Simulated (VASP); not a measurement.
# Ti3Al (P-6m2) in VASP: a series of runs

Runs on Ti3Al. Level: PBEsol. Tasks: single point.

All numbers are computed with VASP 6.6.1; they aren't measurements. Logs are shortened: lines on timing, memory, paths and dates and some standing lists are left out, and cuts for length are marked.

## (1) The cell of the first run

It takes space group P-6m2 (No. 187, hexagonal). Conventional cell: a = 2.911 Å, b = 2.911 Å, c = 9.763 Å, α = 90.00°, β = 90.00°, γ = 120.00°. Ti (site symmetry -6m2) has 12 Ti at 2.91 to 2.95 Å within 3.8 Å. Ti (site symmetry 3m) has 9 Ti at 2.91 to 2.95 Å and 3 Al at 2.97 Å within 3.8 Å. Within 3.8 Å of Al (site symmetry -6m2) lie 6 Al at 2.91 Å and 6 Ti at 2.97 Å.

## (2) Single point, PBEsol (17.91 Å³/atom)

Contents of INCAR:

```
SYSTEM = Ti3Al
PREC = Accurate ; ENCUT = 520
EDIFF = 1E-7 ; ISMEAR = 0
SIGMA = 0.15 ; LREAL = .False.
LASPH = .True. ; NELM = 60
ALGO = Fast ; ISIF = 2
LWAVE = .False. ; LCHARG = .True.
GGA = PS ; LELF = .True.
LVHAR = .True. ; NBANDS = 28
```

Contents of KPOINTS:

```
regular mesh
0
Gamma
  18 18 6
  0 0 0
```

Contents of POSCAR:

```
Ti3Al
1.0
    2.9112167384      0.0000000000      0.0000000000
   -1.4556083692      2.5211876514      0.0000000000
    0.0000000000      0.0000000000      9.7627653321
Ti Al
3 1
Direct
    0.6666666667      0.3333333333      0.0000000000
    0.3333333333      0.6666666667      0.7511732072
    0.3333333333      0.6666666667      0.2488267928
    0.6666666667      0.3333333333      0.5000000000
```

Potentials or basis: VASP PAW PBE potentials, release 64 (Ti_sv, Al).

Launch:

```console
> cat potpaw_PBE.64/Ti_sv/POTCAR potpaw_PBE.64/Al/POTCAR > POTCAR
> mpirun -np 1 vasp_std > vasp.out
```

OUTCAR:

```text
SYSTEM = Ti3Al
   PREC = Accurate
   ENCUT = 520
   EDIFF = 1E-7
   ISMEAR = 0
   LREAL = .False.
   LASPH = .True.
   NELM = 60
   ISIF = 2
   GGA = PS

 ion  position               nearest neighbor table
   1  0.667  0.333  0.000-
   2  0.333  0.667  0.751-   4 2.97   4 2.97   4 2.97
   3  0.333  0.667  0.249-   4 2.97   4 2.97   4 2.97
   4  0.667  0.333  0.500-   2 2.97   3 2.97   2 2.97   3 2.97   2 2.97   3 2.97

  LATTYP: Found a hexagonal cell.
 ALAT       =     2.9112167384
 C/A-ratio  =     3.3535000000

  Lattice vectors:

 A1 = (   2.9112167384,   0.0000000000,   0.0000000000)
 A2 = (  -1.4556083692,   2.5211876514,   0.0000000000)
 A3 = (   0.0000000000,   0.0000000000,   9.7627653321)

Analysis of symmetry for initial positions (statically):
=====================================================================
 Subroutine PRICEL returns:
 Original cell was already a primitive cell.

 Routine SETGRP: Setting up the symmetry group for a
 hexagonal supercell.

 Subroutine GETGRP returns: Found 12 space group operations
 (whereof 12 operations were pure point group operations)
 out of a pool of 24 trial point group operations.

The static configuration has the point symmetry D_3h.

Analysis of symmetry for dynamics (positions and initial velocities):
=====================================================================
 Subroutine PRICEL returns:
 Original cell was already a primitive cell.

 Routine SETGRP: Setting up the symmetry group for a
 hexagonal supercell.

 Subroutine GETGRP returns: Found 12 space group operations
 (whereof 12 operations were pure point group operations)
 out of a pool of 24 trial point group operations.

The dynamic configuration has the point symmetry D_3h.

 Subroutine INISYM returns: Found 12 space group operations
 (whereof 12 operations are pure point group operations),
 and found     1 'primitive' translations

----------------------------------------------------------------------------------------

                                     Primitive cell

  volume of cell :      71.6560

  direct lattice vectors                    reciprocal lattice vectors
     2.911216738  0.000000000  0.000000000     0.343498987  0.198319232  0.000000000
    -1.455608369  2.521187651  0.000000000     0.000000000  0.396638465  0.000000000
     0.000000000  0.000000000  9.762765332     0.000000000  0.000000000  0.102429995

  length of vectors
     2.911216738  2.911216738  9.762765332     0.396638465  0.396638465  0.102429995

  position of ions in fractional coordinates (direct lattice)
     0.666666667  0.333333333  0.000000000
     0.333333333  0.666666667  0.751173207
     0.333333333  0.666666667  0.248826793
     0.666666667  0.333333333  0.500000000

  ion indices of the primitive-cell ions
   primitive index   ion index
                 1           1
                 2           2
                 3           3
                 4           4

----------------------------------------------------------------------------------------

 KPOINTS: regular mesh

Automatic generation of k-mesh.
 Grid dimensions read from file:
 generate k-points for:   18   18    6

 Generating k-lattice:

  Cartesian coordinates                     Fractional coordinates (reciprocal lattice)
     0.019083277  0.011017735  0.000000000     0.055555556 -0.000000000  0.000000000
     0.000000000  0.022035470  0.000000000     0.000000000  0.055555556  0.000000000
     0.000000000  0.000000000  0.017071666     0.000000000  0.000000000  0.166666667

  Length of vectors
     0.022035470  0.022035470  0.017071666

  Shift w.r.t. Gamma in fractional coordinates (k-lattice)
     0.000000000  0.000000000  0.000000000

 Subroutine IBZKPT returns following result:
 ===========================================

 Found    148 irreducible k-points:

 Following reciprocal coordinates:
            Coordinates               Weight
  0.000000  0.000000  0.000000      1.000000
  0.055556 -0.000000  0.000000      6.000000
  0.111111 -0.000000  0.000000      6.000000
  0.166667  0.000000  0.000000      6.000000
  0.222222 -0.000000  0.000000      6.000000
  0.277778 -0.000000  0.000000      6.000000
[... 16 lines left out ...]
  0.333333  0.111111  0.000000     12.000000
  0.388889  0.111111  0.000000     12.000000
 [... further k-points ...]
   k-points           NKPTS =    148   k-points in BZ     NKDIM =    148   number of bands    NBANDS=     28
   number of dos      NEDOS =    301   number of ions     NIONS =      4
   total plane-waves  NPLWV =  46080
   dimension x,y,z NGX =    24 NGY =   24 NGZ =   80
   dimension x,y,z NGXF=    48 NGYF=   48 NGZF=  160
   ions per type =               3   1
   NGX,Y,Z   is equivalent  to a cutoff of  13.71, 13.71, 13.62 a.u.
   NGXF,Y,Z  is equivalent  to a cutoff of  27.41, 27.41, 27.25 a.u.
 SYSTEM =  Ti3Al
   PREC   = accura    normal or accurate (medium, high low for compatibility)
   ISTART =      0    job   : 0-new  1-cont  2-samecut
   ICHARG =      2    charge: 1-file 2-atom 10-const
   ISPIN  =      1    spin polarized calculation?
   LNONCOLLINEAR =      F non collinear calculations
   LSORBIT =      F    spin-orbit coupling
   LASPH  =      T    aspherical Exc in radial PAW
   ENCUT  =  520.0 eV  38.22 Ry    6.18 a.u.   5.41  5.41 18.15*2*pi/ulx,y,z
   NELM   =     60;   NELMIN=  2; NELMDL= -5     # of ELM steps
   EDIFF  = 0.1E-06   stopping-criterion for ELM
   LREAL  =      F    real-space projection
   EDIFFG = 0.1E-05   stopping-criterion for IOM
   NSW    =      0    number of steps for IOM
   IBRION =     -1    ionic relax: 0-MD 1-quasi-New 2-CG
   NFREE  =      0    steps in history (QN), initial steepest desc. (CG)
   ISIF   =      2    stress and relaxation
   ISYM   =      2    0-nonsym 1-usesym 2-fastsym
   POTIM  = 0.5000    time-step for ionic-motion
   TEBEG  =    0.0;   TEEND  =   0.0 temperature during run
   PSTRESS=    0.0 pullay stress
   NELECT =      39.0000    total number of electrons
   NUPDOWN=      -1.0000    fix difference up-down
   EMIN   =  10.00;   EMAX   =-10.00  energy-range for DOS
   EFERMI =   0.00;   METHOD = LEGACY
   ISMEAR =     0;   SIGMA  =   0.15  broadening in eV -4-tet -1-fermi 0-gaus
   EFERMI_NEDOS =   21; number of points for ismear=-14 and -15
   IALGO  =     68    algorithm
   IMIX   =      4    mixing-type and parameters
     AMIX     =   0.40;   BMIX     =  1.00
     AMIX_MAG =   1.60;   BMIX_MAG =  1.00
  volume/ion in A,a.u.               =      17.91       120.89
  Fermi-wavevector in a.u.,A,eV,Ry     =   1.336633  2.525870 24.308002  1.786588
  Thomas-Fermi vector in A             =   2.465244
   LORBIT       =      0    0 simple, 1 ext, 2 COOP (PROOUT), +10 PAW based schemes
   GGA     = PS    functional components
   LHFCALC =     F    Hartree Fock is set to
   AEXX    =    0.0000 exact exchange contribution
   IVDW    =     0    specifies the selected vdW correction
   LEPSILON=     F    determine dielectric tensor
   LRPA    =     F    only Hartree local field effects (RPA)
 non-spin polarized calculation
 RMM-DIIS sequential band-by-band and
 Gauss-broadening in eV      SIGMA  =   0.15
  energy-cutoff  :      520.00
  volume of cell :       71.66
 maximum number of plane-waves:      1980
 NGX is ok and might be reduce to    24
   NGX = 11   NGY = 11   NGZ = 37

 number of electron      38.9999995 magnetization

 Free energy of the ion-electron system (eV)
  ---------------------------------------------------
  ext. energy  EPLUGINS =         0.00000000
  ---------------------------------------------------
  free energy    TOTEN  =       -29.42229292 eV

  energy without entropy =      -29.37150903  energy(sigma->0) =      -29.39690098

 E-fermi :   7.4506     XC(G=0): -11.1073

 val. band max:        7.4349097661   @ k =   0.2222   0.1667   0.3333
 cond. band min:       7.4525166863   @ k =   0.4444   0.0556   0.5000
 fundamental gap:      0.0176069202
 Fermi energy:         7.4506152265

 k-point     1 :       0.0000    0.0000    0.0000
  band No.  band energies     occupation
      1     -49.1147      2.00000
      2     -49.0798      2.00000
      3     -49.0427      2.00000
      4     -25.6724      2.00000
      5     -25.4780      2.00000
      6     -25.2575      2.00000
[... 20 lines left out ...]
     27       9.6275      0.00000
     28      10.1292      0.00000

 k-point     2 :       0.0556   -0.0000    0.0000
  band No.  band energies     occupation
      1     -49.1119      2.00000
      2     -49.0774      2.00000
      3     -49.0408      2.00000
      4     -25.6676      2.00000
      5     -25.4768      2.00000
      6     -25.2597      2.00000
[... 20 lines left out ...]
     27       9.5948      0.00000
     28      10.0759      0.00000

 k-point     3 :       0.1111   -0.0000    0.0000
  band No.  band energies     occupation
      1     -49.1035      2.00000
      2     -49.0705      2.00000
      3     -49.0353      2.00000
      4     -25.6538      2.00000
      5     -25.4741      2.00000
      6     -25.2685      2.00000
[... 20 lines left out ...]
     27       9.5101      0.00000
     28       9.8841      0.00000

 k-point     4 :       0.1667    0.0000    0.0000
  band No.  band energies     occupation
      1     -49.0906      2.00000
      2     -49.0599      2.00000
      3     -49.0271      2.00000
      4     -25.6326      2.00000
      5     -25.4730      2.00000
      6     -25.2941      2.00000
[... 578 lines left out ...]
     27      10.1589      0.00000
     28      10.2389      0.00000

 k-point    23 :       0.3333    0.1111    0.0000
  band No.  band energies     occupation
      1     -49.0205      2.00000
      2     -49.0062      2.00000
      3     -48.9899      2.00000
      4     -25.6117      2.00000
      5     -25.6033      2.00000
      6     -25.5382      2.00000
[... 20 lines left out ...]
     27      10.1968      0.00000
     28      10.2616      0.00000

 k-point    24 :       0.3889    0.1111    0.0000
  band No.  band energies     occupation
      1     -49.0104      2.00000
      2     -48.9996      2.00000
      3     -48.9868      2.00000
      4     -25.6460      2.00000
      5     -25.6300      2.00000
      6     -25.5710      2.00000
[... 20 lines left out ...]
     27      10.2170      0.00000
     28      10.5562      0.00000

 [... further k-points ...]

------------------------ aborting loop because EDIFF is reached ----------------------------------------

  FORCE on cell =-STRESS in cart. coord.  units (eV):
  Direction    XX          YY          ZZ          XY          YZ          ZX
  --------------------------------------------------------------------------------------
  -------------------------------------------------------------------------------------
  Total       -2.3496506     -2.3496506     -5.9641906      0.0000000     -0.0000000      0.0000000
  in kB      -52.5365198    -52.5365198   -133.3550709      0.0000000     -0.0000000      0.0000000
  external PRESSURE =     -79.4760368 kB  Pullay stress =       0.0000000 kB

 VOLUME and BASIS-vectors are now :
 -----------------------------------------------------------------------------
  energy-cutoff  :      520.00
  volume of cell :       71.66
      direct lattice vectors                 reciprocal lattice vectors
     2.911216738  0.000000000  0.000000000     0.343498987  0.198319232  0.000000000
    -1.455608369  2.521187651  0.000000000     0.000000000  0.396638465  0.000000000
     0.000000000  0.000000000  9.762765332     0.000000000  0.000000000  0.102429995

 POSITION                                       TOTAL-FORCE (eV/Angst)
 -----------------------------------------------------------------------------------
      1.45561      0.84040      0.00000         0.000000     -0.000000      0.000000
     -0.00000      1.68079      7.33353        -0.000000      0.000000     -0.071509
     -0.00000      1.68079      2.42924        -0.000000      0.000000      0.071509
      1.45561      0.84040      4.88138        -0.000000      0.000000      0.000000
 -----------------------------------------------------------------------------------
    total drift:                                0.000000     -0.000000     -0.000000

  FREE ENERGIE OF THE ION-ELECTRON SYSTEM (eV)
  ---------------------------------------------------
  free  energy   TOTEN  =       -29.4222929222 eV

  energy  without entropy=      -29.3715090325  energy(sigma->0) =      -29.39690098
```

Run time: 18 min. Hardware: 1 thread of Intel Xeon Platinum 8375C at 2.90GHz (Ice Lake), shared host; peak memory 0.38 GiB.

What came out:

```yaml
Free_energy: -29.4223 eV
Pressure: -7.9 GPa
Largest_force: 0.072 eV/Å
Band_gap_on_the_k_mesh: zero (an odd number of electrons rules out a gap without spin polarisation)
```

Forces in eV/Å, atoms in the order of the input:
```
Ti   0.000  0.000  0.000
Ti   0.000  0.000 -0.072
Ti   0.000  0.000  0.072
Al   0.000  0.000  0.000
```

Levels at points of the mesh, in eV from the Fermi level:
```
           k point  band 17  band 18  band 19  band 20  band 21  band 22  band 23  band 24
(0.00, 0.00, 0.00)    -1.19     0.11     0.39     0.91     0.91     0.99     0.99     1.20
(0.50, 0.00, 0.00)    -1.42    -1.26    -0.64    -0.43     0.92     0.98     1.11     1.84
(0.00, 0.00, 0.50)    -1.26     0.10     0.42     0.91     0.91     0.98     0.98     1.20
(0.50, 0.00, 0.50)    -1.55    -1.17    -0.98     0.06     0.66     0.85     1.09     1.91
```

Caveat: the cell stands under tension; the PAW data sets were made with another functional, which shifts forces and pressure a little.

## (3) Single point, PBEsol (17.91 Å³/atom)

Contents of INCAR:

```
PREC = Accurate
ENCUT = 520
EDIFF = 1E-7
ISMEAR = 0
SIGMA = 0.15
LREAL = False
LASPH = True
NELM = 100
ALGO = Fast
ISIF = 2
LWAVE = False
LCHARG = False
GGA = PS
NBANDS = 28
```

Contents of KPOINTS:

```
Automatic mesh
0
Gamma
  18 18 6
```

Contents of POSCAR:

```
Ti3Al
1.0
    2.7958493943      0.0000000000      0.0000000000
   -1.3979246971      2.4212766006      0.0000000000
    0.0000000000      0.0000000000     10.5850858066
Ti Al
3 1
Direct
    0.6666666667      0.3333333333      0.0000000000
    0.3333333333      0.6666666667      0.7511732072
    0.3333333333      0.6666666667      0.2488267928
    0.6666666667      0.3333333333      0.5000000000
```

Potentials or basis: VASP PAW PBE potentials, release 64 (Ti_sv, Al).

Launch:

```console
> cat potpaw_PBE.64/Ti_sv/POTCAR potpaw_PBE.64/Al/POTCAR > POTCAR
> mpirun -np 1 vasp_std > vasp.out
```

Wall time 15 min (1 thread of Intel Xeon Platinum 8375C at 2.90GHz (Ice Lake), shared host); peak memory 0.38 GiB.

It converged, with:

```
Free energy            : -28.9397 eV
Pressure               : -7.3 GPa
Largest force          : 0.365 eV/Å
Band gap on the k mesh : zero (an odd number of electrons rules out a gap without spin polarisation)
```

Forces in eV/Å, atoms in the order of the input:
```
Ti   0.000  0.000  0.000
Ti   0.000  0.000 -0.365
Ti   0.000  0.000  0.365
Al   0.000  0.000  0.000
```

Stress tensor (GPa, compression positive):
```
 -1.62   0.00   0.00
  0.00  -1.62   0.00
  0.00   0.00 -18.61
```

Levels at points of the mesh, in eV from the Fermi level:
| k point | band 16 | band 17 | band 18 | band 19 | band 20 | band 21 | band 22 | band 23 | band 24 | band 25 |
| --- | --- | --- | --- | --- | --- | --- | --- | --- | --- | --- |
| (0.00, 0.00, 0.00) | -2.85 | -1.95 | -0.49 | -0.20 | 1.07 | 1.07 | 1.12 | 1.12 | 1.23 | 1.23 |
| (0.50, 0.00, 0.00) | -2.04 | -1.61 | -1.48 | -0.72 | -0.45 | 0.97 | 1.02 | 1.66 | 2.07 | 2.18 |
| (0.00, 0.00, 0.50) | -3.83 | -1.79 | -0.49 | -0.19 | 1.07 | 1.07 | 1.12 | 1.12 | 1.23 | 1.23 |
| (0.50, 0.00, 0.50) | -2.00 | -1.68 | -1.26 | -1.20 | 0.34 | 0.46 | 0.69 | 1.65 | 2.21 | 2.36 |

Caveat: the cell stands under tension; the PAW data sets were made with another functional, which shifts forces and pressure a little.

## (4) Single point, PBEsol (17.91 Å³/atom)

Contents of INCAR:

```
PREC = Accurate ; ENCUT = 520
EDIFF = 1E-7 ; ISMEAR = 0
SIGMA = 0.15 ; LREAL = F
LASPH = T ; NELM = 100
ALGO = Fast ; ISIF = 2
LWAVE = F ; LCHARG = T
GGA = PS ; LELF = T
LVHAR = T ; NBANDS = 28
```

Contents of KPOINTS:

```
regular mesh
0
Gamma
  18 18 6
```

Contents of POSCAR:

```
Ti3Al
1.0
    3.1564605112      0.0000000000      0.0000000000
   -1.5782302556      2.7335749888      0.0000000000
    0.0000000000      0.0000000000      8.3046476051
Ti Al
3 1
Direct
    0.6666666667      0.3333333333      0.0000000000
    0.3333333333      0.6666666667      0.7511732072
    0.3333333333      0.6666666667      0.2488267928
    0.6666666667      0.3333333333      0.5000000000
```

Launch:

```console
> cat potpaw_PBE.64/Ti_sv/POTCAR potpaw_PBE.64/Al/POTCAR > POTCAR
> mpirun -np 1 vasp_std > vasp.out
```

It took 13 min on 1 thread of Intel Xeon Platinum 8375C at 2.90GHz (Ice Lake), shared host; peak memory 0.37 GiB.

The run converged. Its results:

* Free energy: -28.9201 eV
* Pressure: -5.5 GPa
* Largest force: 0.050 eV/Å
* Band gap on the k mesh: zero (an odd number of electrons rules out a gap without spin polarisation)

Forces in eV/Å, atoms in the order of the input:
```
Ti   0.000  0.000  0.000
Ti   0.000  0.000  0.050
Ti   0.000  0.000 -0.050
Al   0.000  0.000  0.000
```

Stress tensor (GPa, compression positive):
```
-11.72   0.00   0.00
  0.00 -11.72   0.00
  0.00   0.00   6.98
```

Levels at points of the mesh, in eV from the Fermi level:
| k point | band 16 | band 17 | band 18 | band 19 | band 20 | band 21 | band 22 | band 23 | band 24 | band 25 |
| --- | --- | --- | --- | --- | --- | --- | --- | --- | --- | --- |
| (0.00, 0.00, 0.00) | -2.13 | 0.33 | 0.33 | 0.35 | 0.35 | 0.50 | 1.02 | 1.02 | 1.59 | 1.59 |
| (0.50, 0.00, 0.00) | -2.05 | -1.39 | -0.70 | -0.56 | -0.34 | 0.23 | 1.05 | 1.17 | 1.51 | 2.72 |
| (0.00, 0.00, 0.50) | -2.33 | 0.05 | 0.33 | 0.33 | 0.35 | 0.35 | 1.07 | 1.07 | 1.44 | 1.48 |
| (0.50, 0.00, 0.50) | -2.04 | -1.25 | -1.04 | -0.58 | -0.40 | 0.14 | 1.35 | 1.39 | 1.60 | 2.47 |

Caveat: the cell stands under tension; the PAW data sets were made with another functional, which shifts forces and pressure a little.

(Continued in part 2 of 2.)
